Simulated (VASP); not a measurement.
# Sr4O3 in VASP: further runs, part 3 of 3

VASP 6.6.1.

## 6. Single point, PBE

INCAR

```
SYSTEM = Sr4O3
ALGO     = Normal         ! electronic algorithm
EDIFF    = 1E-7           ! SCF threshold, eV
ENCUT    = 520            ! plane-wave cutoff, eV
GGA      = PE             ! functional
ISIF     = 2              ! what is computed and relaxed
ISMEAR   = 0              ! smearing method
LASPH    = .TRUE.         ! aspherical terms in the spheres
LCHARG   = .FALSE.        ! write CHGCAR
LREAL    = .FALSE.        ! projectors in reciprocal space
LWAVE    = .FALSE.        ! write WAVECAR
NBANDS   = 38             ! bands
NELM     = 80             ! most SCF steps
PREC     = Accurate       ! precision mode
SIGMA    = 0.02           ! smearing width, eV
```

KPOINTS

```
k-points
0
G
  6 6 6
  0 0 0
```

POSCAR

```
Sr4O3
1.0
    5.7207819770      0.0000000000      0.0000000000
    0.0000000000      5.7207819770      0.0000000000
    0.0000000000      0.0000000000      5.7207819770
Sr O
4 3
Direct
    0.7631522987      0.7631522987      0.7631522987
    0.2368477013      0.2368477013      0.7631522987
    0.2368477013      0.7631522987      0.2368477013
    0.7631522987      0.2368477013      0.2368477013
    0.0000000000      0.0000000000      0.5000000000
    0.5000000000      0.0000000000      0.0000000000
    0.0000000000      0.5000000000      0.0000000000
```

Potentials or basis: VASP PAW PBE potentials, release 64 (Sr_sv, O).

Command:

```bash
$ cat potpaw_PBE.64/Sr_sv/POTCAR potpaw_PBE.64/O/POTCAR > POTCAR
$ mpirun -np 1 vasp_std > vasp.out
```

OUTCAR:

```text
SYSTEM = Sr4O3
   EDIFF = 1E-7
   ENCUT = 520
   GGA = PE
   ISIF = 2
   ISMEAR = 0
   LASPH = .TRUE.
   LREAL = .FALSE.
   NELM = 80
   PREC = Accurate

 ion  position               nearest neighbor table
   1  0.763  0.763  0.763-   6 2.44   7 2.44   5 2.44   2 3.83   3 3.83   4 3.83   3 4.05   4 4.05
                             2 4.05   4 4.05   2 4.05   3 4.05   4 4.26   3 4.26   2 4.26
   2  0.237  0.237  0.763-   6 2.44   7 2.44   5 2.44   1 3.83   3 3.83   4 3.83   1 4.05   3 4.05
                             1 4.05   4 4.05   3 4.05   4 4.05   3 4.26   1 4.26   4 4.26
   3  0.237  0.763  0.237-   6 2.44   7 2.44   5 2.44   1 3.83   2 3.83   4 3.83   1 4.05   2 4.05
                             1 4.05   4 4.05   2 4.05   4 4.05   2 4.26   1 4.26   4 4.26
   4  0.763  0.237  0.237-   6 2.44   7 2.44   5 2.44   1 3.83   2 3.83   3 3.83   1 4.05   2 4.05
                             1 4.05   3 4.05   2 4.05   3 4.05   2 4.26   1 4.26   3 4.26
   5  0.000  0.000  0.500-   1 2.44   2 2.44   3 2.44   4 2.44
   6  0.500  0.000  0.000-   1 2.44   2 2.44   3 2.44   4 2.44
   7  0.000  0.500  0.000-   1 2.44   2 2.44   3 2.44   4 2.44

  LATTYP: Found a simple cubic cell.
 ALAT       =     5.7207819770

  Lattice vectors:

 A1 = (   5.7207819770,   0.0000000000,   0.0000000000)
 A2 = (   0.0000000000,   5.7207819770,   0.0000000000)
 A3 = (   0.0000000000,   0.0000000000,   5.7207819770)

Analysis of symmetry for initial positions (statically):
=====================================================================
 Subroutine PRICEL returns:
 Original cell was already a primitive cell.

 Routine SETGRP: Setting up the symmetry group for a
 simple cubic supercell.

 Subroutine GETGRP returns: Found 24 space group operations
 (whereof 24 operations were pure point group operations)
 out of a pool of 48 trial point group operations.

The static configuration has the point symmetry T_d .

Analysis of symmetry for dynamics (positions and initial velocities):
=====================================================================
 Subroutine PRICEL returns:
 Original cell was already a primitive cell.

 Routine SETGRP: Setting up the symmetry group for a
 simple cubic supercell.

 Subroutine GETGRP returns: Found 24 space group operations
 (whereof 24 operations were pure point group operations)
 out of a pool of 48 trial point group operations.

The dynamic configuration has the point symmetry T_d .

 Subroutine INISYM returns: Found 24 space group operations
 (whereof 24 operations are pure point group operations),
 and found     1 'primitive' translations

----------------------------------------------------------------------------------------

                                     Primitive cell

  volume of cell :     187.2260

  direct lattice vectors                    reciprocal lattice vectors
     5.720781977  0.000000000  0.000000000     0.174801278  0.000000000  0.000000000
     0.000000000  5.720781977  0.000000000     0.000000000  0.174801278  0.000000000
     0.000000000  0.000000000  5.720781977     0.000000000  0.000000000  0.174801278

  length of vectors
     5.720781977  5.720781977  5.720781977     0.174801278  0.174801278  0.174801278

  position of ions in fractional coordinates (direct lattice)
     0.763152299  0.763152299  0.763152299
[... 49 lines left out ...]
  0.166667  0.166667  0.000000     12.000000
  0.333333  0.166667  0.000000     24.000000
[... 12 lines left out ...]
  0.500000  0.500000  0.333333      6.000000
  0.500000  0.500000  0.500000      1.000000
   k-points           NKPTS =     20   k-points in BZ     NKDIM =     20   number of bands    NBANDS=     38
   number of dos      NEDOS =    301   number of ions     NIONS =      7
   total plane-waves  NPLWV = 110592
   dimension x,y,z NGX =    48 NGY =   48 NGZ =   48
   dimension x,y,z NGXF=    96 NGYF=   96 NGZF=   96
   ions per type =               4   3
   NGX,Y,Z   is equivalent  to a cutoff of  13.95, 13.95, 13.95 a.u.
   NGXF,Y,Z  is equivalent  to a cutoff of  27.90, 27.90, 27.90 a.u.
 SYSTEM =  Sr4O3
   PREC   = accura    normal or accurate (medium, high low for compatibility)
   ISTART =      0    job   : 0-new  1-cont  2-samecut
   ICHARG =      2    charge: 1-file 2-atom 10-const
   ISPIN  =      1    spin polarized calculation?
   LNONCOLLINEAR =      F non collinear calculations
   LSORBIT =      F    spin-orbit coupling
   LASPH  =      T    aspherical Exc in radial PAW
   ENCUT  =  520.0 eV  38.22 Ry    6.18 a.u.  10.64 10.64 10.64*2*pi/ulx,y,z
   NELM   =     80;   NELMIN=  2; NELMDL= -5     # of ELM steps
   EDIFF  = 0.1E-06   stopping-criterion for ELM
   LREAL  =      F    real-space projection
   EDIFFG = 0.1E-05   stopping-criterion for IOM
   NSW    =      0    number of steps for IOM
   IBRION =     -1    ionic relax: 0-MD 1-quasi-New 2-CG
   NFREE  =      0    steps in history (QN), initial steepest desc. (CG)
   ISIF   =      2    stress and relaxation
   ISYM   =      2    0-nonsym 1-usesym 2-fastsym
   POTIM  = 0.5000    time-step for ionic-motion
   TEBEG  =    0.0;   TEEND  =   0.0 temperature during run
   PSTRESS=    0.0 pullay stress
   NELECT =      58.0000    total number of electrons
   NUPDOWN=      -1.0000    fix difference up-down
   EMIN   =  10.00;   EMAX   =-10.00  energy-range for DOS
   EFERMI =   0.00;   METHOD = LEGACY
   ISMEAR =     0;   SIGMA  =   0.02  broadening in eV -4-tet -1-fermi 0-gaus
   EFERMI_NEDOS =   21; number of points for ismear=-14 and -15
   IALGO  =     38    algorithm
   IMIX   =      4    mixing-type and parameters
     AMIX     =   0.40;   BMIX     =  1.00
     AMIX_MAG =   1.60;   BMIX_MAG =  1.00
  volume/ion in A,a.u.               =      26.75       180.49
  Fermi-wavevector in a.u.,A,eV,Ry     =   1.107717  2.093281 16.694847  1.227037
  Thomas-Fermi vector in A             =   2.244235
   LORBIT       =      0    0 simple, 1 ext, 2 COOP (PROOUT), +10 PAW based schemes
   GGA     = PE    functional components
   LHFCALC =     F    Hartree Fock is set to
   AEXX    =    0.0000 exact exchange contribution
   IVDW    =     0    specifies the selected vdW correction
   LEPSILON=     F    determine dielectric tensor
   LRPA    =     F    only Hartree local field effects (RPA)
 non-spin polarized calculation
 Gauss-broadening in eV      SIGMA  =   0.02
  energy-cutoff  :      520.00
  volume of cell :      187.23
 maximum number of plane-waves:      5061
 NGX is ok and might be reduce to    48
   NGX = 21   NGY = 21   NGZ = 21

 number of electron      58.0000016 magnetization

 Free energy of the ion-electron system (eV)
  ---------------------------------------------------
  ext. energy  EPLUGINS =         0.00000000
  ---------------------------------------------------
  free energy    TOTEN  =       -36.69452649 eV

  energy without entropy =      -36.69452649  energy(sigma->0) =      -36.69452649

 E-fermi :   2.4966     XC(G=0):  -8.2505

 val. band max:        2.3972766448   @ k =   0.5000   0.5000   0.0000
 cond. band min:       2.8234208530   @ k =   0.5000   0.0000   0.0000
 fundamental gap:      0.4261442082
 Fermi energy:         2.4965537159

 k-point     1 :       0.0000    0.0000    0.0000
  band No.  band energies     occupation
      1     -32.8262      2.00000
      2     -32.7659      2.00000
      3     -32.7659      2.00000
      4     -32.7659      2.00000
      5     -16.5466      2.00000
      6     -16.5466      2.00000
[... 809 lines left out ...]
     37       6.3557      0.00000
     38       6.3557      0.00000

------------------------ aborting loop because EDIFF is reached ----------------------------------------

  FORCE on cell =-STRESS in cart. coord.  units (eV):
  Direction    XX          YY          ZZ          XY          YZ          ZX
  --------------------------------------------------------------------------------------
  -------------------------------------------------------------------------------------
  Total        0.3610272      0.3610272      0.3610272      0.0000000      0.0000000     -0.0000000
  in kB        3.0894726      3.0894726      3.0894726      0.0000000      0.0000000     -0.0000000
  external PRESSURE =       3.0894726 kB  Pullay stress =       0.0000000 kB

 VOLUME and BASIS-vectors are now :
 -----------------------------------------------------------------------------
  energy-cutoff  :      520.00
  volume of cell :      187.23
      direct lattice vectors                 reciprocal lattice vectors
     5.720781977  0.000000000  0.000000000     0.174801278  0.000000000  0.000000000
     0.000000000  5.720781977  0.000000000     0.000000000  0.174801278  0.000000000
     0.000000000  0.000000000  5.720781977     0.000000000  0.000000000  0.174801278

 POSITION                                       TOTAL-FORCE (eV/Angst)
 -----------------------------------------------------------------------------------
      4.36583      4.36583      4.36583        -0.024110     -0.024110     -0.024110
      1.35495      1.35495      4.36583         0.024110      0.024110     -0.024110
      1.35495      4.36583      1.35495         0.024110     -0.024110      0.024110
      4.36583      1.35495      1.35495        -0.024110      0.024110      0.024110
      0.00000      0.00000      2.86039         0.000000     -0.000000     -0.000000
      2.86039      0.00000      0.00000         0.000000     -0.000000     -0.000000
      0.00000      2.86039      0.00000         0.000000     -0.000000     -0.000000
 -----------------------------------------------------------------------------------
    total drift:                               -0.000000     -0.000000     -0.000000

  FREE ENERGIE OF THE ION-ELECTRON SYSTEM (eV)
  ---------------------------------------------------
  free  energy   TOTEN  =       -36.6945264892 eV

  energy  without entropy=      -36.6945264892  energy(sigma->0) =      -36.69452649
```

Run time: 2.9 min. Hardware: 1 thread of Intel Xeon 6975P-C, shared host; peak memory 0.37 GiB.

Results:

```yaml
Free_energy: -36.6945 eV
Pressure: 0.3 GPa
Largest_force: 0.042 eV/Å
Band_gap_on_the_k_mesh: 0.43 eV, indirect (least direct gap 0.73 eV)
```

Forces in eV/Å, atoms in the order of the input:
```
Sr  -0.024 -0.024 -0.024
Sr   0.024  0.024 -0.024
Sr   0.024 -0.024  0.024
Sr  -0.024  0.024  0.024
O    0.000  0.000  0.000
O    0.000  0.000  0.000
O    0.000  0.000  0.000
```

Levels at points of the mesh, in eV from the valence-band top:
```tsv
k point	band 27	band 28	band 29	band 30	band 31	band 32
(0.00, 0.00, 0.00)	-2.63	-2.63	-1.73	1.42	1.61	1.61
(0.50, 0.00, 0.00)	-3.09	-2.62	-0.30	0.43	1.46	1.65
(0.50, 0.50, 0.00)	-3.16	-3.11	0.00	1.03	1.05	1.05
(0.50, 0.50, 0.50)	-3.15	-3.15	-0.26	1.34	1.34	1.34
```

A k mesh can miss the band edges. As with any semilocal functional, this PBE gap is likely too small.

## 7. The runs side by side

```tsv
cell	k mesh	smearing	gap on the mesh (eV)	pressure (GPa)	largest force (eV/Å)
a = 5.721 Å, 7 atoms	2 × 2 × 2	gaussian 0.1 eV	0.32	0.4	0.21
a = 5.724, b = 5.717, c = 5.700 Å, 7 atoms	2 × 2 × 2	gaussian 0.1 eV	0.39	0.3	0.04
a = 5.408 Å, 7 atoms	4 × 4 × 4	gaussian 0.1 eV	0.32	6.7	3.84
a = 5.714 Å, 7 atoms	4 × 4 × 4	gaussian 0.1 eV	0.43	0.4	0.04
a = 5.721 Å, 7 atoms	6 × 6 × 6	gaussian 0.02 eV	0.43	0.3	0.04
```

Alike in all rows: task single point; level PBE; potentials or basis VASP PAW PBE potentials, release 64 (Sr_sv, O); no spin polarisation; cutoff (eV) 520.

Caveats: some runs use coarse meshes; forces of over 1 eV/Å act on the atoms, so gaps and moduli don't describe the material at rest (some runs).

Absolute energies hang on the potentials; compare differences alone.
